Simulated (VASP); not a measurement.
## Sr: single point with BLYP

Crystal: Sr.

```
Sr
1.0
     0.00000    3.04235    3.04235
     3.04235    0.00000    3.04235
     3.04235    3.04235    0.00000
Sr
1
Direct
  0.00000 0.00000 0.00000
```

```json
{
 "Program": "VASP 6.6.1",
 "Task": "single point",
 "Functional": "BLYP",
 "Potentials or basis": "VASP PAW PBE potentials, release 64 (Sr_sv)",
 "Cutoff": "520 eV",
 "k mesh": "15 × 15 × 15",
 "Occupations": "fermi-dirac, width 0.1 eV",
 "Spin": "no spin polarisation",
 "Dipole correction": "no",
 "Further INCAR settings": "ALGO = Normal; EDIFF = 1e-06; NBANDS = 11"
}
```

The pressure is 0.0 GPa.

Levels at points of the mesh, in eV from the Fermi level:
| k point | band 1 | band 2 | band 3 | band 4 | band 5 | band 6 | band 7 | band 8 | band 9 | band 10 |
| --- | --- | --- | --- | --- | --- | --- | --- | --- | --- | --- |
| (0.00, 0.00, 0.00) | -36.74 | -18.70 | -18.70 | -18.70 | -3.57 | 2.15 | 2.15 | 2.15 | 3.51 | 3.51 |

Wall time 69 s on 1 thread of AMD EPYC 7R43 64-Core Processor (Zen 3), with other jobs on the host, peak memory 0.19 GiB.

Caveat: the PAW data sets were made with another functional, which shifts forces and pressure a little.
